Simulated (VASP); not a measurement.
# C (I4_122) in VASP: notebook

C is run at these levels: PBE; tasks: single point, relaxation of cell and atoms.

Program: VASP 6.6.1. These are calculated values, not measurements. Logs are shortened: lines on timing, memory, paths and dates and some standing lists are left out, and cuts for length are marked.

## 1. The cell of the first run

Symmetry: I4_122, No. 98, tetragonal system. Conventional cell: a = 5.046 Å, b = 5.046 Å, c = 2.871 Å, α = 90.00°, β = 90.00°, γ = 90.00°. C (site symmetry 222) has 8 C at 1.70 to 2.22 Å within 2.3 Å. Within 1.9 Å of C (site symmetry 2) lie 4 C at 1.46 to 1.70 Å.

## 2. Single point, PBE

The input, INCAR:

```
ALGO = Normal
EDIFF = 1E-6
ENCUT = 520
GGA = PE
ISIF = 2
ISMEAR = 0
LASPH = T
LCHARG = T
LELF = T
LREAL = F
LVHAR = T
LWAVE = F
NBANDS = 21
NELM = 100
PREC = Accurate
SIGMA = 0.02
```

The input, KPOINTS:

```
k-points
0
Gamma
  12 12 12
```

The input, POSCAR:

```
C
1.0
   -2.5230164029      2.5230164029      1.4353986109
    2.5230164029     -2.5230164029      1.4353986109
    2.5230164029      2.5230164029     -1.4353986109
C
6
Direct
    0.5000000000      0.5000000000      0.0000000000
    0.2500000000      0.7500000000      0.5000000000
    0.8033141287      0.6250000000      0.6783141287
    0.9466858713      0.1250000000      0.3216858713
    0.3750000000      0.1966858713      0.3216858713
    0.8750000000      0.0533141287      0.6783141287
```

Potentials or basis: VASP PAW PBE potentials, release 64 (C).

Launch:

```console
> cat potpaw_PBE.64/C/POTCAR > POTCAR
> mpirun -np 1 vasp_std > vasp.out
```

OUTCAR:

```text
EDIFF = 1E-6
   ENCUT = 520
   GGA = PE
   ISIF = 2
   ISMEAR = 0
   LASPH = T
   LREAL = F
   NELM = 100
   PREC = Accurate

 ion  position               nearest neighbor table
   1  0.500  0.500  0.000-   4 1.70   6 1.70   5 1.70   3 1.70
   2  0.250  0.750  0.500-   6 1.70   4 1.70   5 1.70   3 1.70
   3  0.803  0.625  0.678-   5 1.46   6 1.46   1 1.70   2 1.70
   4  0.947  0.125  0.322-   5 1.46   6 1.46   2 1.70   1 1.70
   5  0.375  0.197  0.322-   3 1.46   4 1.46   1 1.70   2 1.70
   6  0.875  0.053  0.678-   3 1.46   4 1.46   2 1.70   1 1.70

  LATTYP: Found a body centered tetragonal cell.
 ALAT       =     5.0460328058
 C/A-ratio  =     0.5689216326

  Lattice vectors:

 A1 = (  -2.5230164029,   2.5230164029,   1.4353986109)
 A2 = (   2.5230164029,  -2.5230164029,   1.4353986109)
 A3 = (   2.5230164029,   2.5230164029,  -1.4353986109)

Analysis of symmetry for initial positions (statically):
=====================================================================
 Subroutine PRICEL returns:
 Original cell was already a primitive cell.

 Routine SETGRP: Setting up the symmetry group for a
 body centered tetragonal supercell.

 Subroutine GETGRP returns: Found  8 space group operations
 (whereof  4 operations were pure point group operations)
 out of a pool of 16 trial point group operations.

The static configuration has the point symmetry D_2 .
 The point group associated with its full space group is D_4 .

Analysis of symmetry for dynamics (positions and initial velocities):
=====================================================================
 Subroutine PRICEL returns:
 Original cell was already a primitive cell.

 Routine SETGRP: Setting up the symmetry group for a
 body centered tetragonal supercell.

 Subroutine GETGRP returns: Found  8 space group operations
 (whereof  4 operations were pure point group operations)
 out of a pool of 16 trial point group operations.

The dynamic configuration has the point symmetry D_2 .
 The point group associated with its full space group is D_4 .

 Subroutine INISYM returns: Found  8 space group operations
 (whereof  4 operations are pure point group operations),
 and found     1 'primitive' translations

----------------------------------------------------------------------------------------

                                     Primitive cell

  volume of cell :      36.5488

  direct lattice vectors                    reciprocal lattice vectors
    -2.523016403  2.523016403  1.435398611     0.000000000  0.198175485  0.348335296
     2.523016403 -2.523016403  1.435398611     0.198175485  0.000000000  0.348335296
     2.523016403  2.523016403 -1.435398611     0.198175485  0.198175485  0.000000000

  length of vectors
     3.845983972  3.845983972  3.845983972     0.400763024  0.400763024  0.280262459

  position of ions in fractional coordinates (direct lattice)
     0.500000000  0.500000000  0.000000000
     0.250000000  0.750000000  0.500000000
     0.803314129  0.625000000  0.678314129
     0.946685871  0.125000000  0.321685871
     0.375000000  0.196685871  0.321685871
     0.875000000  0.053314129  0.678314129

  ion indices of the primitive-cell ions
   primitive index   ion index
                 1           1
                 2           2
                 3           3
                 4           4
                 5           5
                 6           6

----------------------------------------------------------------------------------------

 KPOINTS: k-points

Automatic generation of k-mesh.
 Grid dimensions read from file:
 generate k-points for:   12   12   12

 Generating k-lattice:

  Cartesian coordinates                     Fractional coordinates (reciprocal lattice)
     0.000000000  0.016514624  0.029027941     0.083333333  0.000000000  0.000000000
     0.016514624  0.000000000  0.029027941     0.000000000  0.083333333  0.000000000
     0.016514624  0.016514624  0.000000000     0.000000000  0.000000000  0.083333333

  Length of vectors
     0.033396919  0.033396919  0.023355205

  Shift w.r.t. Gamma in fractional coordinates (k-lattice)
     0.000000000  0.000000000  0.000000000

 Subroutine IBZKPT returns following result:
 ===========================================

 Found    163 irreducible k-points:

 Following reciprocal coordinates:
            Coordinates               Weight
  0.000000  0.000000  0.000000      1.000000
  0.083333 -0.000000  0.000000      8.000000
  0.166667  0.000000 -0.000000      8.000000
  0.250000  0.000000  0.000000      8.000000
  0.333333  0.000000 -0.000000      8.000000
  0.416667  0.000000  0.000000      8.000000
[... 16 lines left out ...]
  0.500000  0.166667  0.000000     16.000000
 -0.416667  0.166667  0.000000     16.000000
 [... further k-points ...]
   k-points           NKPTS =    163   k-points in BZ     NKDIM =    163   number of bands    NBANDS=     21
   number of dos      NEDOS =    301   number of ions     NIONS =      6
   total plane-waves  NPLWV =  27000
   dimension x,y,z NGX =    30 NGY =   30 NGZ =   30
   dimension x,y,z NGXF=    60 NGYF=   60 NGZF=   60
   ions per type =               6
   NGX,Y,Z   is equivalent  to a cutoff of  12.97, 12.97, 12.97 a.u.
   NGXF,Y,Z  is equivalent  to a cutoff of  25.94, 25.94, 25.94 a.u.
 SYSTEM =  unknown system
   PREC   = accura    normal or accurate (medium, high low for compatibility)
   ISTART =      0    job   : 0-new  1-cont  2-samecut
   ICHARG =      2    charge: 1-file 2-atom 10-const
   ISPIN  =      1    spin polarized calculation?
   LNONCOLLINEAR =      F non collinear calculations
   LSORBIT =      F    spin-orbit coupling
   LASPH  =      T    aspherical Exc in radial PAW
   ENCUT  =  520.0 eV  38.22 Ry    6.18 a.u.   7.15  7.15  7.15*2*pi/ulx,y,z
   NELM   =    100;   NELMIN=  2; NELMDL= -5     # of ELM steps
   EDIFF  = 0.1E-05   stopping-criterion for ELM
   LREAL  =      F    real-space projection
   EDIFFG = 0.1E-04   stopping-criterion for IOM
   NSW    =      0    number of steps for IOM
   IBRION =     -1    ionic relax: 0-MD 1-quasi-New 2-CG
   NFREE  =      0    steps in history (QN), initial steepest desc. (CG)
   ISIF   =      2    stress and relaxation
   ISYM   =      2    0-nonsym 1-usesym 2-fastsym
   POTIM  = 0.5000    time-step for ionic-motion
   TEBEG  =    0.0;   TEEND  =   0.0 temperature during run
   PSTRESS=    0.0 pullay stress
   NELECT =      24.0000    total number of electrons
   NUPDOWN=      -1.0000    fix difference up-down
   EMIN   =  10.00;   EMAX   =-10.00  energy-range for DOS
   EFERMI =   0.00;   METHOD = LEGACY
   ISMEAR =     0;   SIGMA  =   0.02  broadening in eV -4-tet -1-fermi 0-gaus
   EFERMI_NEDOS =   21; number of points for ismear=-14 and -15
   IALGO  =     38    algorithm
   IMIX   =      4    mixing-type and parameters
     AMIX     =   0.40;   BMIX     =  1.00
     AMIX_MAG =   1.60;   BMIX_MAG =  1.00
  volume/ion in A,a.u.               =       6.09        41.11
  Fermi-wavevector in a.u.,A,eV,Ry     =   1.422944  2.688974 27.548648  2.024769
  Thomas-Fermi vector in A             =   2.543594
   LORBIT       =      0    0 simple, 1 ext, 2 COOP (PROOUT), +10 PAW based schemes
   GGA     = PE    functional components
   LHFCALC =     F    Hartree Fock is set to
   AEXX    =    0.0000 exact exchange contribution
   IVDW    =     0    specifies the selected vdW correction
   LEPSILON=     F    determine dielectric tensor
   LRPA    =     F    only Hartree local field effects (RPA)
 non-spin polarized calculation
 Gauss-broadening in eV      SIGMA  =   0.02
  energy-cutoff  :      520.00
  volume of cell :       36.55
 maximum number of plane-waves:      1012
 NGX is ok and might be reduce to    30
   NGX = 15   NGY = 15   NGZ = 15

 number of electron      24.0000000 magnetization

 Free energy of the ion-electron system (eV)
  ---------------------------------------------------
  ext. energy  EPLUGINS =         0.00000000
  ---------------------------------------------------
  free energy    TOTEN  =       -45.64474403 eV

  energy without entropy =      -45.64474403  energy(sigma->0) =      -45.64474403

 E-fermi :   8.8342     XC(G=0): -12.9786

 val. band max:        8.7242718928   @ k =  -0.2500  -0.2500   0.2500
 cond. band min:      10.1373843817   @ k =   0.0000   0.0000   0.0000
 fundamental gap:      1.4131124889
 Fermi energy:         8.8342113850

 k-point     1 :       0.0000    0.0000    0.0000
  band No.  band energies     occupation
      1     -12.8682      2.00000
      2      -4.3591      2.00000
      3      -3.3449      2.00000
      4      -3.3449      2.00000
      5      -1.2274      2.00000
      6       2.9934      2.00000
[... 13 lines left out ...]
     20      18.4585      0.00000
     21      21.6518      0.00000

 k-point     2 :       0.0833   -0.0000    0.0000
  band No.  band energies     occupation
      1     -12.7417      2.00000
      2      -4.5637      2.00000
      3      -3.4724      2.00000
      4      -2.9344      2.00000
      5      -0.9353      2.00000
      6       1.4137      2.00000
[... 13 lines left out ...]
     20      19.7809      0.00000
     21      21.4818      0.00000

 k-point     3 :       0.1667    0.0000   -0.0000
  band No.  band energies     occupation
      1     -12.3630      2.00000
      2      -4.8036      2.00000
      3      -3.6821      2.00000
      4      -2.2179      2.00000
      5      -0.8406      2.00000
      6       0.2811      2.00000
[... 13 lines left out ...]
     20      20.3722      0.00000
     21      20.8686      0.00000
[... 457 lines left out ...]
 k-point    23 :       0.5000    0.1667    0.0000
  band No.  band energies     occupation
      1     -10.3390      2.00000
      2      -6.3291      2.00000
      3      -5.4059      2.00000
      4      -3.5331      2.00000
      5      -1.4364      2.00000
      6       0.6420      2.00000
[... 13 lines left out ...]
     20      19.9244      0.00000
     21      21.0387      0.00000

 k-point    24 :      -0.4167    0.1667    0.0000
  band No.  band energies     occupation
      1     -11.2696      2.00000
      2      -6.4507      2.00000
      3      -4.2036      2.00000
      4      -3.2839      2.00000
      5      -0.2590      2.00000
      6       0.0760      2.00000
[... 13 lines left out ...]
     20      19.8043      0.00000
     21      21.2802      0.00000

 [... further k-points ...]

------------------------ aborting loop because EDIFF is reached ----------------------------------------

  FORCE on cell =-STRESS in cart. coord.  units (eV):
  Direction    XX          YY          ZZ          XY          YZ          ZX
  --------------------------------------------------------------------------------------
  -------------------------------------------------------------------------------------
  Total        0.1529823      0.1529823      0.1409363     -0.0000000      0.0000000      0.0000000
  in kB        6.7062398      6.7062398      6.1781825     -0.0000000      0.0000000      0.0000000
  external PRESSURE =       6.5302207 kB  Pullay stress =       0.0000000 kB

 VOLUME and BASIS-vectors are now :
 -----------------------------------------------------------------------------
  energy-cutoff  :      520.00
  volume of cell :       36.55
      direct lattice vectors                 reciprocal lattice vectors
    -2.523016403  2.523016403  1.435398611     0.000000000  0.198175485  0.348335296
     2.523016403 -2.523016403  1.435398611     0.198175485  0.000000000  0.348335296
     2.523016403  2.523016403 -1.435398611     0.198175485  0.198175485  0.000000000

 POSITION                                       TOTAL-FORCE (eV/Angst)
 -----------------------------------------------------------------------------------
      0.00000      0.00000      1.43540        -0.000000     -0.000000     -0.000000
      2.52302     -0.00000      0.71770        -0.000000     -0.000000      0.000000
      1.26151      2.16129      1.07655        -0.000000      0.072640      0.000000
     -1.26151      2.88475      1.07655        -0.000000     -0.072640     -0.000000
      0.36173      1.26151      0.35885        -0.072640     -0.000000     -0.000000
     -0.36173      3.78452      0.35885         0.072640     -0.000000      0.000000
 -----------------------------------------------------------------------------------
    total drift:                               -0.000000      0.000000     -0.000000

  FREE ENERGIE OF THE ION-ELECTRON SYSTEM (eV)
  ---------------------------------------------------
  free  energy   TOTEN  =       -45.6447440329 eV

  energy  without entropy=      -45.6447440329  energy(sigma->0) =      -45.64474403
```

It took 2.8 min on 1 thread of AMD EPYC 7R13 (Zen 3), shared host; peak memory 0.19 GiB.

What came out:

- Free energy: -45.6447 eV
- Pressure: 0.7 GPa
- Largest force: 0.073 eV/Å
- Band gap on the k mesh: 1.41 eV, indirect (least direct gap 2.73 eV)

Forces in eV/Å, atoms in the order of the input:
```
C    0.000  0.000  0.000
C    0.000  0.000  0.000
C    0.000  0.073  0.000
C    0.000 -0.073  0.000
C   -0.073  0.000  0.000
C    0.073  0.000  0.000
```

## 3. Relaxation of cell and atoms, PBE

The input, INCAR:

```
PREC = Accurate ; ENCUT = 600
EDIFF = 1E-6 ; ISMEAR = 0
SIGMA = 0.02 ; LREAL = False
LASPH = True ; NELM = 100
ALGO = Normal ; ISIF = 3
LWAVE = False ; LCHARG = False
GGA = PE ; IBRION = 2
NSW = 100 ; EDIFFG = -0.01
```

The input, KPOINTS:

```
regular mesh
0
Gamma
  12 12 12
```

POSCAR is that of step 2.

Potentials or basis: VASP PAW PBE potentials, release 64 (C).

Launch:

```console
> cat potpaw_PBE.64/C/POTCAR > POTCAR
> mpirun -np 1 vasp_std > vasp.out
```

It took 3.7 min on 1 thread of AMD EPYC 7R13 (Zen 3), shared host; peak memory 0.19 GiB.

The run converged. Its results:

* Free energy: -45.6529 eV
* Relaxed volume: 6.09 Å³/atom
* Relaxed cell: a = 3.846 Å, b = 3.846 Å, c = 3.846 Å, α = 98.01°, β = 98.01°, γ = 136.17°
* Space group after relaxing (to 0.05 Å): I4_122 (No. 98)
* Energy gained by relaxing: 0.0 meV/atom
* Ionic steps: 3
* Pressure after relaxing: -0.2 GPa
* Largest force after relaxing: 0.004 eV/Å
* Band gap on the k mesh: 1.40 eV, indirect (least direct gap 2.72 eV)

Forces in eV/Å, atoms in the order of the input:
```
C    0.000  0.000  0.000
C    0.000  0.000  0.000
C    0.000  0.004  0.000
C    0.000 -0.004  0.000
C   -0.004  0.000  0.000
C    0.004  0.000  0.000
```

Stress tensor (GPa, compression positive):
```
-0.24  0.00  0.00
 0.00 -0.24  0.00
 0.00  0.00 -0.15
```

Step by step:
```csv
step,energy change (eV),largest force (eV/Å),pressure (GPa),volume (Å³)
1,0.0000,0.0696,0.20,36.55
2,0.0006,0.1450,-1.13,36.59
3,-0.0001,0.0044,-0.21,36.56
```

Final structure:
```xyz
6
Lattice="-2.5233 2.5233 1.4356 2.5233 -2.5233 1.4356 2.5233 2.5233 -1.4356" Properties=species:S:1:pos:R:3 pbc="T T T"
C     0.0000    0.0000    1.4356
C     2.5233    0.0000    0.7178
C     1.2617    2.1625    1.0767
C    -1.2617    2.8841    1.0767
C     0.3608    1.2617    0.3589
C    -0.3608    3.7850    0.3589
```

Levels at points of the mesh, in eV from the valence-band top:
| k point | band 10 | band 11 | band 12 | band 13 | band 14 | band 15 |
| --- | --- | --- | --- | --- | --- | --- |
| (0.00, 0.00, 0.00) | -4.07 | -3.31 | -3.31 | 1.40 | 2.67 | 5.40 |
| (0.50, 0.00, 0.00) | -4.01 | -3.59 | -2.11 | 3.29 | 3.93 | 5.54 |
| (0.50, 0.50, 0.00) | -4.42 | -3.05 | -0.91 | 3.51 | 4.83 | 4.85 |
| (0.50, 0.50, 0.50) | -1.93 | -1.77 | -1.77 | 3.90 | 3.90 | 4.38 |

A k mesh can miss the band edges. As with any semilocal functional, this PBE gap is likely too small.

## 4. Single point, PBE

This run uses another cell than the first one, of 4.74 Å³/atom, 0.778 times its volume.

The input, INCAR:

```
ALGO = Normal
EDIFF = 1E-7
ENCUT = 520
GGA = PE
ISIF = 2
ISMEAR = 0
LASPH = True
LCHARG = False
LREAL = False
LWAVE = False
NBANDS = 21
NELM = 100
PREC = Accurate
SIGMA = 0.1
```

The input, KPOINTS:

```
k-points
0
Gamma
  8 8 8
```

The input, POSCAR:

```
C
1.0
   -2.2818877500      2.2818877500      1.3645730200
    2.2818877500     -2.2818877500      1.3645730200
    2.2818877500      2.2818877500     -1.3645730200
C
6
Direct
    0.5000000000      0.5000000000      0.0000000000
    0.2500000000      0.7500000000      0.5000000000
    0.8251750700      0.6250000000      0.7001750700
    0.9248249300      0.1250000000      0.2998249300
    0.3750000000      0.1748249300      0.2998249300
    0.8750000000      0.0751750700      0.7001750700
```

Launch:

```console
> cat potpaw_PBE.64/C/POTCAR > POTCAR
> mpirun -np 1 vasp_std > vasp.out
```

Run time: 41 s. Hardware: 1 thread of AMD EPYC 7R13 (Zen 3), shared host; peak memory 0.13 GiB.

Results (log left out):

```yaml
Free_energy: -42.8146 eV
Pressure: 107.6 GPa
Largest_force: 2.253 eV/Å
Band_gap_on_the_k_mesh: 1.14 eV, indirect (least direct gap 1.96 eV)
```

Forces in eV/Å, atoms in the order of the input:
```
C    0.000  0.000  0.000
C    0.000  0.000  0.000
C    0.000 -2.253  0.000
C    0.000  2.253  0.000
C    2.253  0.000  0.000
C   -2.253  0.000  0.000
```

Stress tensor (GPa, compression positive):
```
126.72   0.00   0.00
  0.00 126.72   0.00
  0.00   0.00  69.45
```

Levels at points of the mesh, in eV from the valence-band top:
```
           k point  band 10  band 11  band 12  band 13  band 14  band 15
(0.00, 0.00, 0.00)    -5.61    -5.41    -5.41     1.14     3.37     4.15
(0.50, 0.00, 0.00)    -5.03    -4.18    -2.18     3.24     3.36     6.23
(0.50, 0.50, 0.00)    -5.18    -3.57    -1.08     3.43     3.82     5.06
(0.50, 0.50, 0.50)    -2.40    -2.40    -0.73     3.26     3.26     4.47
```

Caveat: forces of over 1 eV/Å act on the atoms, so gaps and moduli don't describe the material at rest. A hybrid or GW would open this gap; PBE tends to underestimate it.

## 5. Overview

| task | cell | k mesh | cutoff (eV) | smearing | gap on the mesh (eV) | pressure (GPa) | largest force (eV/Å) |
| --- | --- | --- | --- | --- | --- | --- | --- |
| single point | a = 3.846 Å, angles 98.0, 98.0, 136.2°, 6 atoms | 12 × 12 × 12 | 520 | gaussian 0.02 eV | 1.41 | 0.7 | 0.07 |
| relaxation of cell and atoms | relaxed from a = 3.846 Å, angles 98.0, 98.0, 136.2°, 6 atoms | 12 × 12 × 12 | 600 | gaussian 0.02 eV | 1.40 | -0.2 | - |
| single point | a = 3.504 Å, angles 98.7, 98.7, 134.2°, 6 atoms | 8 × 8 × 8 | 520 | gaussian 0.1 eV | 1.14 | 107.6 | 2.25 |

Alike in all rows: level PBE; potentials or basis VASP PAW PBE potentials, release 64 (C); no spin polarisation.

Caveats: forces of over 1 eV/Å act on the atoms, so gaps and moduli don't describe the material at rest (some runs).

Total energies depend on the potentials used, so only differences within one code and one set of settings carry meaning.
